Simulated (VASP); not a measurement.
# CdS (Fm-3m) in VASP: notebook

Aim: see how the results for CdS move with the level of theory and the settings. Levels: r2SCAN, RPBE. Tasks: single point, relaxation of cell and atoms.

All numbers are computed with VASP 6.6.1; they aren't measurements. Logs are shortened: lines on timing, memory, paths and dates and some standing lists are left out, and cuts for length are marked.

## 1. The cell of the first run

It takes space group Fm-3m (No. 225, cubic). Conventional cell: a = 5.506 Å, b = 5.506 Å, c = 5.506 Å, α = 90.00°, β = 90.00°, γ = 90.00°. Cd (site symmetry m-3m) has 6 S at 2.75 Å within 3.6 Å. Within 3.6 Å of S (site symmetry m-3m) lie 6 Cd at 2.75 Å.

## 2. Single point, r2SCAN

File POSCAR:

```
CdS
1.0
    0.0000000000      2.7532440000      2.7532440000
    2.7532440000      0.0000000000      2.7532440000
    2.7532440000      2.7532440000      0.0000000000
Cd S
1 1
Direct
    0.0000000000      0.0000000000      0.0000000000
    0.5000000000      0.5000000000      0.5000000000
```

File INCAR.step1:

```
  ALGO = Normal
  EDIFF = 1E-4
  ENCUT = 520
  GGA = PE
  ISMEAR = -1
  LASPH = True
  LCHARG = False
  LREAL = False
  LWAVE = True
  NBANDS = 16
  NELM = 100
  PREC = Accurate
  SIGMA = 0.05
```

File INCAR.step2:

```
  ALGO = Normal
  EDIFF = 1E-6
  ENCUT = 520
  ISIF = 2
  ISMEAR = -1
  ISTART = 1
  LASPH = True
  LCHARG = False
  LMIXTAU = True
  LREAL = False
  LWAVE = False
  METAGGA = R2SCAN
  NBANDS = 16
  NELM = 100
  PREC = Accurate
  SIGMA = 0.05
```

File KPOINTS:

```
k-points
0
Gamma
  8 8 8
```

Potentials or basis: VASP PAW PBE potentials, release 64 (Cd, S).

Command:

```sh
> cat potpaw_PBE.64/Cd/POTCAR potpaw_PBE.64/S/POTCAR > POTCAR
> cp INCAR.step1 INCAR
> mpirun -np 1 vasp_std > vasp.out
> cp INCAR.step2 INCAR
> mpirun -np 1 vasp_std > vasp.out
```

OUTCAR:

```text
EDIFF = 1E-6
   ENCUT = 520
   ISIF = 2
   ISMEAR = -1
   ISTART = 1
   LASPH = True
   LREAL = False
   METAGGA = R2SCAN
   NELM = 100
   PREC = Accurate

 ion  position               nearest neighbor table
   1  0.000  0.000  0.000-   2 2.75   2 2.75   2 2.75   2 2.75   2 2.75   2 2.75
   2  0.500  0.500  0.500-   1 2.75   1 2.75   1 2.75   1 2.75   1 2.75   1 2.75

  LATTYP: Found a face centered cubic cell.
 ALAT       =     5.5064880000

  Lattice vectors:

 A1 = (   0.0000000000,   2.7532440000,   2.7532440000)
 A2 = (   2.7532440000,   0.0000000000,   2.7532440000)
 A3 = (   2.7532440000,   2.7532440000,   0.0000000000)

Analysis of symmetry for initial positions (statically):
=====================================================================
 Subroutine PRICEL returns:
 Original cell was already a primitive cell.

 Routine SETGRP: Setting up the symmetry group for a
 face centered cubic supercell.

 Subroutine GETGRP returns: Found 48 space group operations
[... 9 lines left out ...]

 Routine SETGRP: Setting up the symmetry group for a
 face centered cubic supercell.

 Subroutine GETGRP returns: Found 48 space group operations
[... 11 lines left out ...]
                                     Primitive cell

  volume of cell :      41.7411

  direct lattice vectors                    reciprocal lattice vectors
     0.000000000  2.753244000  2.753244000    -0.181603955  0.181603955  0.181603955
     2.753244000  0.000000000  2.753244000     0.181603955 -0.181603955  0.181603955
     2.753244000  2.753244000  0.000000000     0.181603955  0.181603955 -0.181603955

  length of vectors
     3.893675005  3.893675005  3.893675005     0.314547277  0.314547277  0.314547277

  position of ions in fractional coordinates (direct lattice)
     0.000000000  0.000000000  0.000000000
     0.500000000  0.500000000  0.500000000

  ion indices of the primitive-cell ions
   primitive index   ion index
                 1           1
                 2           2

----------------------------------------------------------------------------------------

 KPOINTS: k-points

Automatic generation of k-mesh.
 Grid dimensions read from file:
 generate k-points for:    8    8    8

 Generating k-lattice:

  Cartesian coordinates                     Fractional coordinates (reciprocal lattice)
    -0.022700494  0.022700494  0.022700494     0.125000000  0.000000000  0.000000000
     0.022700494 -0.022700494  0.022700494     0.000000000  0.125000000  0.000000000
[... 51 lines left out ...]
   ICHARG =      0    charge: 1-file 2-atom 10-const
   ISPIN  =      1    spin polarized calculation?
   LNONCOLLINEAR =      F non collinear calculations
   LSORBIT =      F    spin-orbit coupling
   LASPH  =      T    aspherical Exc in radial PAW
   ENCUT  =  520.0 eV  38.22 Ry    6.18 a.u.   7.24  7.24  7.24*2*pi/ulx,y,z
   NELM   =    100;   NELMIN=  2; NELMDL=  0     # of ELM steps
   EDIFF  = 0.1E-05   stopping-criterion for ELM
   LREAL  =      F    real-space projection
   EDIFFG = 0.1E-04   stopping-criterion for IOM
   NSW    =      0    number of steps for IOM
   IBRION =     -1    ionic relax: 0-MD 1-quasi-New 2-CG
   NFREE  =      0    steps in history (QN), initial steepest desc. (CG)
   ISIF   =      2    stress and relaxation
   ISYM   =      2    0-nonsym 1-usesym 2-fastsym
   POTIM  = 0.5000    time-step for ionic-motion
   TEBEG  =    0.0;   TEEND  =   0.0 temperature during run
   PSTRESS=    0.0 pullay stress
   NELECT =      18.0000    total number of electrons
   NUPDOWN=      -1.0000    fix difference up-down
   EMIN   =  10.00;   EMAX   =-10.00  energy-range for DOS
   EFERMI =   0.00;   METHOD = LEGACY
   ISMEAR =    -1;   SIGMA  =   0.05  broadening in eV -4-tet -1-fermi 0-gaus
   EFERMI_NEDOS =   21; number of points for ismear=-14 and -15
   IALGO  =     38    algorithm
   IMIX   =      4    mixing-type and parameters
     AMIX     =   0.40;   BMIX     =  1.00
     AMIX_MAG =   1.60;   BMIX_MAG =  1.00
  volume/ion in A,a.u.               =      20.87       140.84
  Fermi-wavevector in a.u.,A,eV,Ry     =   1.236833  2.337275 20.813583  1.529755
  Thomas-Fermi vector in A             =   2.371425
   LORBIT       =      0    0 simple, 1 ext, 2 COOP (PROOUT), +10 PAW based schemes
   METAGGA = R2SCAN    functional components
   LHFCALC =     F    Hartree Fock is set to
   AEXX    =    0.0000 exact exchange contribution
   IVDW    =     0    specifies the selected vdW correction
   LEPSILON=     F    determine dielectric tensor
   LRPA    =     F    only Hartree local field effects (RPA)
 non-spin polarized calculation
  energy-cutoff  :      520.00
  volume of cell :       41.74
 maximum number of plane-waves:      1158
 NGX is ok and might be reduce to    30
   NGX = 15   NGY = 15   NGZ = 15

 number of electron      18.0000005 magnetization

 Free energy of the ion-electron system (eV)
  ---------------------------------------------------
  ext. energy  EPLUGINS =         0.00000000
  ---------------------------------------------------
  free energy    TOTEN  =       -29.51936079 eV

  energy without entropy =      -29.51933784  energy(sigma->0) =      -29.51934932

 E-fermi :   2.8942     XC(G=0): -10.8506

 val. band max:        2.4642408009   @ k =   0.5000   0.0000   0.0000
 cond. band min:       3.1982633591   @ k =   0.5000   0.5000   0.0000
 fundamental gap:      0.7340225581
 Fermi energy:         2.8942243345

 k-point     1 :       0.0000    0.0000    0.0000
  band No.  band energies     occupation
      1     -10.6686      2.00000
      2      -5.3384      2.00000
      3      -5.3384      2.00000
      4      -5.3384      2.00000
      5      -5.3375      2.00000
      6      -5.3375      2.00000
[... 433 lines left out ...]
      3      -5.4205      2.00000
      4      -5.3828      2.00000
      5      -5.1390      2.00000
      6      -5.0444      2.00000
[... 8 lines left out ...]
     15      15.4509      0.00000
     16      17.6207      0.00000

 [... further k-points ...]
[... 5 lines left out ...]
  --------------------------------------------------------------------------------------
  -------------------------------------------------------------------------------------
  Total       -0.4746797     -0.4746797     -0.4746797      0.0000000      0.0000000     -0.0000000
  in kB      -18.2199489    -18.2199489    -18.2199489      0.0000000      0.0000000     -0.0000000
  external PRESSURE =     -18.2199489 kB  Pullay stress =       0.0000000 kB

 VOLUME and BASIS-vectors are now :
 -----------------------------------------------------------------------------
  energy-cutoff  :      520.00
  volume of cell :       41.74
      direct lattice vectors                 reciprocal lattice vectors
     0.000000000  2.753244000  2.753244000    -0.181603955  0.181603955  0.181603955
     2.753244000  0.000000000  2.753244000     0.181603955 -0.181603955  0.181603955
     2.753244000  2.753244000  0.000000000     0.181603955  0.181603955 -0.181603955

 POSITION                                       TOTAL-FORCE (eV/Angst)
 -----------------------------------------------------------------------------------
      0.00000      0.00000      0.00000         0.000000     -0.000000      0.000000
      2.75324      2.75324      2.75324        -0.000000      0.000000     -0.000000
 -----------------------------------------------------------------------------------
    total drift:                               -0.000000      0.000000      0.000000

  FREE ENERGIE OF THE ION-ELECTRON SYSTEM (eV)
  ---------------------------------------------------
  free  energy   TOTEN  =       -29.5193607925 eV

  energy  without entropy=      -29.5193378403  energy(sigma->0) =      -29.51934932
```

OUTCAR.step1:

```text
EDIFF = 1E-4
   ENCUT = 520
   GGA = PE
   ISMEAR = -1
   LASPH = True
[... 677 lines left out ...]
      0.00000      0.00000      0.00000        -0.000000     -0.000000      0.000000
      2.75324      2.75324      2.75324         0.000000      0.000000      0.000000
 -----------------------------------------------------------------------------------
    total drift:                               -0.000000      0.000000      0.000000

  FREE ENERGIE OF THE ION-ELECTRON SYSTEM (eV)
  ---------------------------------------------------
  free  energy   TOTEN  =        -5.8768732880 eV

  energy  without entropy=       -5.8758206210  energy(sigma->0) =       -5.87634695
```

OSZICAR.step1:

```text
N       E                     dE             d eps       ncg     rms          rms(c)
DAV:   1     0.101186759196E+03    0.10119E+03   -0.93056E+03   984   0.105E+03
DAV:   2    -0.301801674558E+01   -0.10420E+03   -0.97455E+02  1136   0.251E+02
DAV:   3    -0.644462268351E+01   -0.34266E+01   -0.34218E+01  1128   0.472E+01
DAV:   4    -0.645993996105E+01   -0.15317E-01   -0.15317E-01  1160   0.312E+00
DAV:   5    -0.646009246031E+01   -0.15250E-03   -0.15250E-03  1144   0.299E-01    0.715E+00
DAV:   6    -0.590238916340E+01    0.55770E+00   -0.88068E-01  1240   0.114E+01    0.606E+00
DAV:   7    -0.587802497905E+01    0.24364E-01   -0.16259E-01  1128   0.289E+00    0.317E+00
DAV:   8    -0.587701436433E+01    0.10106E-02   -0.17193E-02  1064   0.161E+00    0.284E-01
DAV:   9    -0.587682167661E+01    0.19269E-03   -0.15006E-03  1144   0.537E-01    0.581E-02
DAV:  10    -0.587687328804E+01   -0.51611E-04   -0.19438E-04   944   0.139E-01
   1 F= -.58768733E+01 E0= -.58763470E+01  d E =-.105267E-02
```

Run time: 69 s. Hardware: 1 thread of Intel Xeon Platinum 8488C (Sapphire Rapids), shared host; peak memory 0.17 GiB.

Results:

* Free energy: -29.5194 eV
* Pressure: -1.8 GPa
* Band gap on the k mesh: 0.73 eV, indirect (least direct gap 2.15 eV)

Caveat: the PAW data sets were made with another functional, which shifts forces and pressure a little.

## 3. Relaxation of cell and atoms, RPBE

File INCAR:

```
PREC = Accurate ; ENCUT = 600
EDIFF = 1E-7 ; ISMEAR = -1
SIGMA = 0.05 ; LREAL = F
LASPH = T ; NELM = 100
ALGO = Normal ; ISIF = 3
LWAVE = F ; LCHARG = F
GGA = RP ; IBRION = 2
NSW = 60 ; EDIFFG = -0.01
```

File KPOINTS:

```
Automatic mesh
0
Gamma
  8 8 8
```

POSCAR is that of step 2.

Potentials or basis: VASP PAW PBE potentials, release 64 (Cd, S).

Command:

```sh
> cat potpaw_PBE.64/Cd/POTCAR potpaw_PBE.64/S/POTCAR > POTCAR
> mpirun -np 1 vasp_std > vasp.out
```

OUTCAR:

```text
PREC = Accurate
   ENCUT = 600
   EDIFF = 1E-7
   ISMEAR = -1
   LREAL = F
   LASPH = T
   NELM = 100
   ISIF = 3
   GGA = RP
   IBRION = 2
   NSW = 60
   EDIFFG = -0.01

 ion  position               nearest neighbor table
   1  0.000  0.000  0.000-   2 2.75   2 2.75   2 2.75   2 2.75   2 2.75   2 2.75
   2  0.500  0.500  0.500-   1 2.75   1 2.75   1 2.75   1 2.75   1 2.75   1 2.75

  LATTYP: Found a face centered cubic cell.
 ALAT       =     5.5064880000

  Lattice vectors:

 A1 = (   0.0000000000,   2.7532440000,   2.7532440000)
 A2 = (   2.7532440000,   0.0000000000,   2.7532440000)
 A3 = (   2.7532440000,   2.7532440000,   0.0000000000)

Analysis of symmetry for initial positions (statically):
=====================================================================
 Subroutine PRICEL returns:
 Original cell was already a primitive cell.

 Routine SETGRP: Setting up the symmetry group for a
 face centered cubic supercell.

 Subroutine GETGRP returns: Found 48 space group operations
[... 9 lines left out ...]

 Routine SETGRP: Setting up the symmetry group for a
 face centered cubic supercell.

 Subroutine GETGRP returns: Found 48 space group operations
[... 11 lines left out ...]
                                     Primitive cell

  volume of cell :      41.7411

  direct lattice vectors                    reciprocal lattice vectors
     0.000000000  2.753244000  2.753244000    -0.181603955  0.181603955  0.181603955
     2.753244000  0.000000000  2.753244000     0.181603955 -0.181603955  0.181603955
     2.753244000  2.753244000  0.000000000     0.181603955  0.181603955 -0.181603955

  length of vectors
     3.893675005  3.893675005  3.893675005     0.314547277  0.314547277  0.314547277

  position of ions in fractional coordinates (direct lattice)
     0.000000000  0.000000000  0.000000000
     0.500000000  0.500000000  0.500000000

  ion indices of the primitive-cell ions
   primitive index   ion index
                 1           1
                 2           2

----------------------------------------------------------------------------------------

 KPOINTS: Automatic mesh

Automatic generation of k-mesh.
 Grid dimensions read from file:
[... 76 lines left out ...]
   NELECT =      18.0000    total number of electrons
   NUPDOWN=      -1.0000    fix difference up-down
   EMIN   =  10.00;   EMAX   =-10.00  energy-range for DOS
   EFERMI =   0.00;   METHOD = LEGACY
   ISMEAR =    -1;   SIGMA  =   0.05  broadening in eV -4-tet -1-fermi 0-gaus
   EFERMI_NEDOS =   21; number of points for ismear=-14 and -15
   IALGO  =     38    algorithm
   IMIX   =      4    mixing-type and parameters
     AMIX     =   0.40;   BMIX     =  1.00
     AMIX_MAG =   1.60;   BMIX_MAG =  1.00
  volume/ion in A,a.u.               =      20.87       140.84
  Fermi-wavevector in a.u.,A,eV,Ry     =   1.236833  2.337275 20.813583  1.529755
  Thomas-Fermi vector in A             =   2.371425
   LORBIT       =      0    0 simple, 1 ext, 2 COOP (PROOUT), +10 PAW based schemes
   GGA     = RP    functional components
   LHFCALC =     F    Hartree Fock is set to
   AEXX    =    0.0000 exact exchange contribution
   IVDW    =     0    specifies the selected vdW correction
   LEPSILON=     F    determine dielectric tensor
   LRPA    =     F    only Hartree local field effects (RPA)
 conjugate gradient relaxation of ions
 non-spin polarized calculation
  energy-cutoff  :      600.00
  volume of cell :       41.74
 maximum number of plane-waves:      1411
   NGX = 15   NGY = 15   NGZ = 15

--------------------------------------- Ionic step        1  -------------------------------------------

 number of electron      17.9999999 magnetization

 Free energy of the ion-electron system (eV)
  ---------------------------------------------------
  ext. energy  EPLUGINS =         0.00000000
  ---------------------------------------------------
  free energy    TOTEN  =        -5.16043360 eV

  energy without entropy =       -5.15997065  energy(sigma->0) =       -5.16020213

 E-fermi :   3.0641     XC(G=0): -10.1448

 val. band max:        2.8121922625   @ k =   0.5000   0.0000   0.0000
 cond. band min:       3.1872154606   @ k =   0.5000   0.5000   0.0000
 fundamental gap:      0.3750231981
 Fermi energy:         3.0640747381

 k-point     1 :       0.0000    0.0000    0.0000
  band No.  band energies     occupation
      1      -9.8224      2.00000
      2      -4.7587      2.00000
      3      -4.7587      2.00000
      4      -4.7587      2.00000
      5      -4.7567      2.00000
      6      -4.7567      2.00000
      7       2.1241      2.00000
      8       2.1241      2.00000
      9       2.1241      2.00000
     10       3.7860      0.00000
     11      12.0675      0.00000
     12      12.0675      0.00000
     13      12.0675      0.00000
[... 439 lines left out ...]
--------------------------------------- Ionic step        3  -------------------------------------------

 number of electron      18.0000001 magnetization

 Free energy of the ion-electron system (eV)
  ---------------------------------------------------
  ext. energy  EPLUGINS =         0.00000000
  ---------------------------------------------------
  free energy    TOTEN  =        -5.17151290 eV

  energy without entropy =       -5.17101700  energy(sigma->0) =       -5.17126495

 E-fermi :   2.7355     XC(G=0):  -9.9663

 val. band max:        2.4813439326   @ k =   0.5000   0.0000   0.0000
 cond. band min:       2.8541304842   @ k =   0.5000   0.5000   0.0000
 fundamental gap:      0.3727865516
 Fermi energy:         2.7354791191

 k-point     1 :       0.0000    0.0000    0.0000
  band No.  band energies     occupation
      1      -9.9208      2.00000
      2      -5.0310      2.00000
      3      -5.0310      2.00000
      4      -5.0310      2.00000
      5      -5.0282      2.00000
      6      -5.0282      2.00000
      7       1.8633      2.00000
      8       1.8633      2.00000
      9       1.8633      2.00000
     10       3.3071      0.00002
     11      11.7292      0.00000
     12      11.7292      0.00000
     13      11.7292      0.00000
[... 397 lines left out ...]
  FREE ENERGIE OF THE ION-ELECTRON SYSTEM (eV)
  ---------------------------------------------------
  free  energy   TOTEN  =        -5.1715128995 eV

  energy  without entropy=       -5.1710170030  energy(sigma->0) =       -5.17126495

 reached required accuracy - stopping structural energy minimisation
```

It took 25 s on 1 thread of Intel Xeon Platinum 8488C (Sapphire Rapids), shared host; peak memory 0.19 GiB.

Results:

* Free energy: -5.1715 eV
* Relaxed volume: 21.62 Å³/atom
* Relaxed cell: a = 3.940 Å, b = 3.940 Å, c = 3.940 Å, α = 60.00°, β = 60.00°, γ = 60.00°
* Space group after relaxing (to 0.05 Å): Fm-3m (No. 225)
* Energy gained by relaxing: 5.5 meV/atom
* Ionic steps: 3
* Pressure after relaxing: 0.0 GPa
* Band gap on the k mesh: 0.37 eV, indirect (least direct gap 1.44 eV)

The path:
| step | energy change (eV) | largest force (eV/Å) | pressure (GPa) | volume (Å³) |
| --- | --- | --- | --- | --- |
| 1 | 0.0000 | 0.0000 | 2.45 | 41.74 |
| 2 | -0.0102 | 0.0000 | -0.65 | 43.70 |
| 3 | -0.0111 | 0.0000 | 0.01 | 43.24 |

Final structure:
```yaml
crystal:
  lattice:
    - [0.00000, 2.78584, 2.78584]
    - [2.78584, 0.00000, 2.78584]
    - [2.78584, 2.78584, 0.00000]
  atoms:
    - { symbol: Cd, position: [0.00000, 0.00000, 0.00000] }
    - { symbol: S, position: [0.50000, 0.50000, 0.50000] }
```

Caveat: the PAW data sets were made with another functional, which shifts forces and pressure a little. A k mesh can miss the band edges.
